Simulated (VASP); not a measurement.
# Mg3ZnS4 (P4/mmm) in VASP: a series of runs

Mg3ZnS4 is run at these levels: PBE; tasks: single point, relaxation of cell and atoms.

Program: VASP 6.6.1. These are calculated values, not measurements. Logs are shortened: lines on timing, memory, paths and dates and some standing lists are left out, and cuts for length are marked.

**1. The cell of the first run**

It takes space group P4/mmm (No. 123, tetragonal). The conventional cell has a = 3.677 Å, b = 3.677 Å, c = 10.397 Å, α = 90.00°, β = 90.00°, γ = 90.00°. Within 3.4 Å of Mg (site symmetry 4mm) lie 6 S at 2.57 to 2.63 Å. Mg (site symmetry 4/mmm) has 6 S at 2.60 to 2.64 Å within 3.4 Å. Within 3.4 Å of Zn (site symmetry 4/mmm) lie 6 S at 2.56 to 2.60 Å. Within 3.4 Å of S (site symmetry 4/mmm) lie 2 Mg at 2.57 Å and 4 Zn at 2.60 Å. Within 3.4 Å of S (site symmetry 4mm) lie 1 Zn at 2.56 Å and 5 Mg at 2.60 to 2.64 Å. Within 3.4 Å of S (site symmetry 4/mmm) lie 6 Mg at 2.60 to 2.63 Å.

**2. Single point, PBE**

The input, INCAR:

```
SYSTEM = Mg3ZnS4
  PREC = Accurate
  ENCUT = 520
  EDIFF = 1E-6
  ISMEAR = 0
  SIGMA = 0.02
  LREAL = .False.
  LASPH = .True.
  NELM = 80
  ALGO = Normal
  ISIF = 2
  LWAVE = .False.
  LCHARG = .False.
  GGA = PE
  NBANDS = 31
```

The input, KPOINTS:

```
Automatic mesh
0
Gamma
  8 8 4
  0 0 0
```

The input, POSCAR:

```
Mg3ZnS4
1.0
    3.6773858386      0.0000000000      0.0000000000
    0.0000000000      3.6773858386      0.0000000000
    0.0000000000      0.0000000000     10.3971709168
Mg Zn S
3 1 4
Direct
    0.0000000000      0.0000000000      0.7527096808
    0.0000000000      0.0000000000      0.2472903192
    0.5000000000      0.5000000000      0.5000000000
    0.5000000000      0.5000000000      0.0000000000
    0.0000000000      0.0000000000      0.0000000000
    0.5000000000      0.5000000000      0.2463497134
    0.0000000000      0.0000000000      0.5000000000
    0.5000000000      0.5000000000      0.7536502866
```

Potentials or basis: VASP PAW PBE potentials, release 64 (Mg, Zn, S).

Started as:

```bash
$ cat potpaw_PBE.64/Mg/POTCAR potpaw_PBE.64/Zn/POTCAR potpaw_PBE.64/S/POTCAR > POTCAR
$ mpirun -np 1 vasp_std > vasp.out
```

OUTCAR:

```text
SYSTEM = Mg3ZnS4
   PREC = Accurate
   ENCUT = 520
   EDIFF = 1E-6
   ISMEAR = 0
   LREAL = .False.
   LASPH = .True.
   NELM = 80
   ISIF = 2
   GGA = PE

 ion  position               nearest neighbor table
   1  0.000  0.000  0.753-   5 2.57   8 2.60   8 2.60   8 2.60   8 2.60   7 2.63
   2  0.000  0.000  0.247-   5 2.57   6 2.60   6 2.60   6 2.60   6 2.60   7 2.63
   3  0.500  0.500  0.500-   7 2.60   7 2.60   7 2.60   7 2.60   8 2.64   6 2.64
   4  0.500  0.500  0.000-   6 2.56   8 2.56   5 2.60   5 2.60   5 2.60   5 2.60
   5  0.000  0.000  0.000-   1 2.57   2 2.57   4 2.60   4 2.60   4 2.60   4 2.60
   6  0.500  0.500  0.246-   4 2.56   2 2.60   2 2.60   2 2.60   2 2.60   3 2.64
   7  0.000  0.000  0.500-   3 2.60   3 2.60   3 2.60   3 2.60   1 2.63   2 2.63
   8  0.500  0.500  0.754-   4 2.56   1 2.60   1 2.60   1 2.60   1 2.60   3 2.64

  LATTYP: Found a simple tetragonal cell.
 ALAT       =     3.6773858386
 C/A-ratio  =     2.8273266318

  Lattice vectors:

 A1 = (   3.6773858386,   0.0000000000,   0.0000000000)
 A2 = (   0.0000000000,   3.6773858386,   0.0000000000)
 A3 = (   0.0000000000,   0.0000000000,  10.3971709168)

Analysis of symmetry for initial positions (statically):
=====================================================================
 Subroutine PRICEL returns:
 Original cell was already a primitive cell.

 Routine SETGRP: Setting up the symmetry group for a
 simple tetragonal supercell.

 Subroutine GETGRP returns: Found 16 space group operations
 (whereof 16 operations were pure point group operations)
 out of a pool of 16 trial point group operations.

The static configuration has the point symmetry D_4h.

Analysis of symmetry for dynamics (positions and initial velocities):
=====================================================================
 Subroutine PRICEL returns:
 Original cell was already a primitive cell.

 Routine SETGRP: Setting up the symmetry group for a
 simple tetragonal supercell.

 Subroutine GETGRP returns: Found 16 space group operations
 (whereof 16 operations were pure point group operations)
 out of a pool of 16 trial point group operations.

The dynamic configuration has the point symmetry D_4h.

 Subroutine INISYM returns: Found 16 space group operations
 (whereof 16 operations are pure point group operations),
 and found     1 'primitive' translations

----------------------------------------------------------------------------------------

                                     Primitive cell

  volume of cell :     140.6027

  direct lattice vectors                    reciprocal lattice vectors
     3.677385839  0.000000000  0.000000000     0.271932303  0.000000000  0.000000000
     0.000000000  3.677385839  0.000000000     0.000000000  0.271932303  0.000000000
     0.000000000  0.000000000 10.397170917     0.000000000  0.000000000  0.096180010

  length of vectors
     3.677385839  3.677385839 10.397170917     0.271932303  0.271932303  0.096180010

  position of ions in fractional coordinates (direct lattice)
     0.000000000  0.000000000  0.752709681
     0.000000000  0.000000000  0.247290319
     0.500000000  0.500000000  0.500000000
     0.500000000  0.500000000  0.000000000
     0.000000000  0.000000000  0.000000000
     0.500000000  0.500000000  0.246349713
     0.000000000  0.000000000  0.500000000
     0.500000000  0.500000000  0.753650287

  ion indices of the primitive-cell ions
   primitive index   ion index
                 1           1
                 2           2
                 3           3
                 4           4
                 5           5
                 6           6
                 7           7
                 8           8

----------------------------------------------------------------------------------------

 KPOINTS: Automatic mesh

Automatic generation of k-mesh.
 Grid dimensions read from file:
 generate k-points for:    8    8    4

 Generating k-lattice:

  Cartesian coordinates                     Fractional coordinates (reciprocal lattice)
     0.033991538  0.000000000  0.000000000     0.125000000  0.000000000  0.000000000
     0.000000000  0.033991538  0.000000000     0.000000000  0.125000000  0.000000000
     0.000000000  0.000000000  0.024045002     0.000000000  0.000000000  0.250000000

  Length of vectors
     0.033991538  0.033991538  0.024045002

  Shift w.r.t. Gamma in fractional coordinates (k-lattice)
     0.000000000  0.000000000  0.000000000

 Subroutine IBZKPT returns following result:
 ===========================================

 Found     45 irreducible k-points:

 Following reciprocal coordinates:
            Coordinates               Weight
  0.000000  0.000000  0.000000      1.000000
  0.125000  0.000000  0.000000      4.000000
  0.250000  0.000000  0.000000      4.000000
  0.375000  0.000000  0.000000      4.000000
  0.500000  0.000000  0.000000      2.000000
  0.125000  0.125000  0.000000      4.000000
[... 16 lines left out ...]
  0.375000  0.125000  0.250000     16.000000
  0.500000  0.125000  0.250000      8.000000
 [... further k-points ...]
   k-points           NKPTS =     45   k-points in BZ     NKDIM =     45   number of bands    NBANDS=     31
   number of dos      NEDOS =    301   number of ions     NIONS =      8
   total plane-waves  NPLWV =  62720
   dimension x,y,z NGX =    28 NGY =   28 NGZ =   80
   dimension x,y,z NGXF=    56 NGYF=   56 NGZF=  160
   ions per type =               3   1   4
   NGX,Y,Z   is equivalent  to a cutoff of  12.66, 12.66, 12.79 a.u.
   NGXF,Y,Z  is equivalent  to a cutoff of  25.32, 25.32, 25.58 a.u.
 SYSTEM =  Mg3ZnS4
   PREC   = accura    normal or accurate (medium, high low for compatibility)
   ISTART =      0    job   : 0-new  1-cont  2-samecut
   ICHARG =      2    charge: 1-file 2-atom 10-const
   ISPIN  =      1    spin polarized calculation?
   LNONCOLLINEAR =      F non collinear calculations
   LSORBIT =      F    spin-orbit coupling
   LASPH  =      T    aspherical Exc in radial PAW
   ENCUT  =  520.0 eV  38.22 Ry    6.18 a.u.   6.84  6.84 19.33*2*pi/ulx,y,z
   NELM   =     80;   NELMIN=  2; NELMDL= -5     # of ELM steps
   EDIFF  = 0.1E-05   stopping-criterion for ELM
   LREAL  =      F    real-space projection
   EDIFFG = 0.1E-04   stopping-criterion for IOM
   NSW    =      0    number of steps for IOM
   IBRION =     -1    ionic relax: 0-MD 1-quasi-New 2-CG
   NFREE  =      0    steps in history (QN), initial steepest desc. (CG)
   ISIF   =      2    stress and relaxation
   ISYM   =      2    0-nonsym 1-usesym 2-fastsym
   POTIM  = 0.5000    time-step for ionic-motion
   TEBEG  =    0.0;   TEEND  =   0.0 temperature during run
   PSTRESS=    0.0 pullay stress
   NELECT =      42.0000    total number of electrons
   NUPDOWN=      -1.0000    fix difference up-down
   EMIN   =  10.00;   EMAX   =-10.00  energy-range for DOS
   EFERMI =   0.00;   METHOD = LEGACY
   ISMEAR =     0;   SIGMA  =   0.02  broadening in eV -4-tet -1-fermi 0-gaus
   EFERMI_NEDOS =   21; number of points for ismear=-14 and -15
   IALGO  =     38    algorithm
   IMIX   =      4    mixing-type and parameters
     AMIX     =   0.40;   BMIX     =  1.00
     AMIX_MAG =   1.60;   BMIX_MAG =  1.00
  volume/ion in A,a.u.               =      17.58       118.60
  Fermi-wavevector in a.u.,A,eV,Ry     =   1.094360  2.068040 16.294650  1.197623
  Thomas-Fermi vector in A             =   2.230663
   LORBIT       =      0    0 simple, 1 ext, 2 COOP (PROOUT), +10 PAW based schemes
   GGA     = PE    functional components
   LHFCALC =     F    Hartree Fock is set to
   AEXX    =    0.0000 exact exchange contribution
   IVDW    =     0    specifies the selected vdW correction
   LEPSILON=     F    determine dielectric tensor
   LRPA    =     F    only Hartree local field effects (RPA)
 non-spin polarized calculation
 Gauss-broadening in eV      SIGMA  =   0.02
  energy-cutoff  :      520.00
  volume of cell :      140.60
 maximum number of plane-waves:      3808
 NGX is ok and might be reduce to    28
   NGX = 13   NGY = 13   NGZ = 39

 number of electron      41.9999998 magnetization

 Free energy of the ion-electron system (eV)
  ---------------------------------------------------
  ext. energy  EPLUGINS =         0.00000000
  ---------------------------------------------------
  free energy    TOTEN  =       -31.68214576 eV

  energy without entropy =      -31.68214576  energy(sigma->0) =      -31.68214576

 E-fermi :   3.8978     XC(G=0):  -9.8989

 val. band max:        3.7832776754   @ k =   0.5000   0.0000   0.0000
 cond. band min:       4.8082672840   @ k =   0.5000   0.5000   0.0000
 fundamental gap:      1.0249896086
 Fermi energy:         3.8977659320

 k-point     1 :       0.0000    0.0000    0.0000
  band No.  band energies     occupation
      1      -9.2325      2.00000
      2      -8.5090      2.00000
      3      -8.4333      2.00000
      4      -7.5519      2.00000
      5      -2.2481      2.00000
      6      -2.2253      2.00000
[... 23 lines left out ...]
     30      11.7870      0.00000
     31      11.7873      0.00000

 k-point     2 :       0.1250    0.0000    0.0000
  band No.  band energies     occupation
      1      -9.1278      2.00000
      2      -8.4294      2.00000
      3      -8.3608      2.00000
      4      -7.5369      2.00000
      5      -2.2505      2.00000
      6      -2.2246      2.00000
[... 23 lines left out ...]
     30      11.2245      0.00000
     31      11.4103      0.00000

 k-point     3 :       0.2500    0.0000    0.0000
  band No.  band energies     occupation
      1      -8.8319      2.00000
      2      -8.2212      2.00000
      3      -8.1729      2.00000
      4      -7.5346      2.00000
      5      -2.3074      2.00000
      6      -2.3023      2.00000
[... 703 lines left out ...]
     30      10.8790      0.00000
     31      11.0242      0.00000

 k-point    24 :       0.5000    0.1250    0.2500
  band No.  band energies     occupation
      1      -7.9162      2.00000
      2      -7.8866      2.00000
      3      -7.8321      2.00000
      4      -7.8252      2.00000
      5      -2.4833      2.00000
      6      -2.3786      2.00000
[... 23 lines left out ...]
     30      10.7026      0.00000
     31      10.9616      0.00000

 [... further k-points ...]
[... 5 lines left out ...]
  --------------------------------------------------------------------------------------
  -------------------------------------------------------------------------------------
  Total       -0.1610334     -0.1610334     -0.1216632      0.0000000      0.0000000      0.0000000
  in kB       -1.8349869     -1.8349869     -1.3863611      0.0000000      0.0000000      0.0000000
  external PRESSURE =      -1.6854449 kB  Pullay stress =       0.0000000 kB

 VOLUME and BASIS-vectors are now :
 -----------------------------------------------------------------------------
  energy-cutoff  :      520.00
  volume of cell :      140.60
      direct lattice vectors                 reciprocal lattice vectors
     3.677385839  0.000000000  0.000000000     0.271932303  0.000000000  0.000000000
     0.000000000  3.677385839  0.000000000     0.000000000  0.271932303  0.000000000
     0.000000000  0.000000000 10.397170917     0.000000000  0.000000000  0.096180010

 POSITION                                       TOTAL-FORCE (eV/Angst)
 -----------------------------------------------------------------------------------
      0.00000      0.00000      7.82605         0.000000      0.000000     -0.003617
      0.00000      0.00000      2.57112        -0.000000      0.000000      0.003617
      1.83869      1.83869      5.19859         0.000000      0.000000      0.000000
      1.83869      1.83869      0.00000         0.000000      0.000000      0.000000
      0.00000      0.00000      0.00000         0.000000      0.000000      0.000000
      1.83869      1.83869      2.56134         0.000000     -0.000000      0.019359
      0.00000      0.00000      5.19859         0.000000      0.000000      0.000000
      1.83869      1.83869      7.83583         0.000000     -0.000000     -0.019359
 -----------------------------------------------------------------------------------
    total drift:                                0.000000      0.000000     -0.000000

  FREE ENERGIE OF THE ION-ELECTRON SYSTEM (eV)
  ---------------------------------------------------
  free  energy   TOTEN  =       -31.6821457578 eV

  energy  without entropy=      -31.6821457578  energy(sigma->0) =      -31.68214576
```

It took 5.2 min on 1 thread of AMD EPYC 7R13, shared host; peak memory 0.31 GiB.

Results:

* Free energy: -31.6821 eV
* Pressure: -0.2 GPa
* Largest force: 0.019 eV/Å
* Band gap on the k mesh: 1.02 eV, indirect (least direct gap 1.61 eV)

Forces on the atoms (eV/Å):
```
Mg   0.000  0.000 -0.004
Mg   0.000  0.000  0.004
Mg   0.000  0.000  0.000
Zn   0.000  0.000  0.000
S    0.000  0.000  0.000
S    0.000  0.000  0.019
S    0.000  0.000  0.000
S    0.000  0.000 -0.019
```

Levels at points of the mesh, in eV from the valence-band top:
```
           k point  band 19  band 20  band 21  band 22  band 23  band 24
(0.00, 0.00, 0.00)    -0.30    -0.28    -0.28     1.32     3.19     4.28
(0.50, 0.00, 0.00)    -0.80    -0.36     0.00     4.12     4.25     4.91
(0.50, 0.50, 0.00)    -1.99    -1.99    -1.93     1.02     2.56     4.43
(0.00, 0.00, 0.50)    -0.61    -0.58    -0.58     1.73     3.05     4.34
(0.50, 0.00, 0.50)    -0.89    -0.82     0.00     4.69     5.06     5.08
(0.50, 0.50, 0.50)    -2.41    -2.31    -2.29     1.74     3.27     3.55
```

**3. Relaxation of cell and atoms, PBE**

This run uses another cell than the first one, of 17.62 Å³/atom, 1.003 times its volume.

The input, INCAR:

```
SYSTEM = Mg3ZnS4
  PREC = Accurate
  ENCUT = 600
  EDIFF = 1E-7
  ISMEAR = 0
  SIGMA = 0.02
  LREAL = .FALSE.
  LASPH = .TRUE.
  NELM = 80
  ALGO = Normal
  ISIF = 3
  LWAVE = .FALSE.
  LCHARG = .FALSE.
  GGA = PE
  IBRION = 2
  NSW = 100
  EDIFFG = -0.01
```

The input, KPOINTS:

```
Automatic mesh
0
G
  8 8 4
  0 0 0
```

The input, POSCAR:

```
Mg3ZnS4
1.0
    3.6861326765      0.0000000000      0.0000000000
    0.0000000000      3.6861326765      0.0000000000
    0.0000000000      0.0000000000     10.3741595471
Mg Zn S
3 1 4
Direct
    0.0000000000      0.0000000000      0.7526584271
    0.0000000000      0.0000000000      0.2473415729
    0.5000000000      0.5000000000      0.5000000000
    0.5000000000      0.5000000000      0.0000000000
    0.0000000000      0.0000000000      0.0000000000
    0.5000000000      0.5000000000      0.2462788311
    0.0000000000      0.0000000000      0.5000000000
    0.5000000000      0.5000000000      0.7537211689
```

Potentials or basis: VASP PAW PBE potentials, release 64 (Mg, Zn, S).

Started as:

```bash
$ cat potpaw_PBE.64/Mg/POTCAR potpaw_PBE.64/Zn/POTCAR potpaw_PBE.64/S/POTCAR > POTCAR
$ mpirun -np 1 vasp_std > vasp.out
```

It took 5 min on 1 thread of Intel Xeon 6975P-C (Granite Rapids), shared host; peak memory 0.42 GiB.

Results (log left out):

```
Free energy                            : -31.6835 eV
Relaxed volume                         : 17.54 Å³/atom
Relaxed cell                           : a = 3.674 Å, b = 3.674 Å, c = 10.397 Å, α = 90.00°, β = 90.00°, γ = 90.00°
Space group after relaxing (to 0.05 Å) : P4/mmm (No. 123)
Energy gained by relaxing              : 0.2 meV/atom
Ionic steps                            : 5
Pressure after relaxing                : 0.0 GPa
Largest force after relaxing           : 0.007 eV/Å
Band gap on the k mesh                 : 1.02 eV, indirect (least direct gap 1.61 eV)
```

Forces on the atoms (eV/Å):
```
Mg   0.000  0.000 -0.004
Mg   0.000  0.000  0.004
Mg   0.000  0.000  0.000
Zn   0.000  0.000  0.000
S    0.000  0.000  0.000
S    0.000  0.000  0.007
S    0.000  0.000  0.000
S    0.000  0.000 -0.007
```

The path:
```csv
step,energy change (eV),largest force (eV/Å),pressure (GPa),volume (Å³)
1,0.0000,0.0215,-0.35,140.96
2,-0.0012,0.0179,0.08,140.18
3,-0.0012,0.0180,0.08,140.18
4,-0.0014,0.0121,0.03,140.26
5,-0.0015,0.0069,-0.01,140.33
```

Final structure:
```yaml
crystal:
  lattice:
    - [3.67388, 0.00000, 0.00000]
    - [0.00000, 3.67388, 0.00000]
    - [0.00000, 0.00000, 10.39651]
  atoms:
    - { symbol: Mg, position: [0.00000, 0.00000, 0.75262] }
    - { symbol: Mg, position: [0.00000, 0.00000, 0.24738] }
    - { symbol: Mg, position: [0.50000, 0.50000, 0.50000] }
    - { symbol: Zn, position: [0.50000, 0.50000, 0.00000] }
    - { symbol: S, position: [0.00000, 0.00000, 0.00000] }
    - { symbol: S, position: [0.50000, 0.50000, 0.24656] }
    - { symbol: S, position: [0.00000, 0.00000, 0.50000] }
    - { symbol: S, position: [0.50000, 0.50000, 0.75344] }
```

Levels at points of the mesh, in eV from the valence-band top:
```
           k point  band 18  band 19  band 20  band 21  band 22  band 23  band 24  band 25
(0.00, 0.00, 0.00)    -1.17    -0.29    -0.28    -0.28     1.32     3.20     4.29     4.35
(0.50, 0.00, 0.00)    -0.83    -0.80    -0.36     0.00     4.12     4.25     4.92     5.20
(0.50, 0.50, 0.00)    -2.07    -1.99    -1.99    -1.93     1.02     2.56     4.44     4.47
(0.00, 0.00, 0.50)    -0.60    -0.60    -0.58    -0.58     1.72     3.06     4.35     4.46
(0.50, 0.00, 0.50)    -0.92    -0.89    -0.82     0.00     4.69     5.07     5.08     5.15
(0.50, 0.50, 0.50)    -2.51    -2.41    -2.31    -2.29     1.73     3.29     3.55     3.59
```

A k mesh can miss the band edges. A hybrid or GW would open this gap; PBE tends to underestimate it.
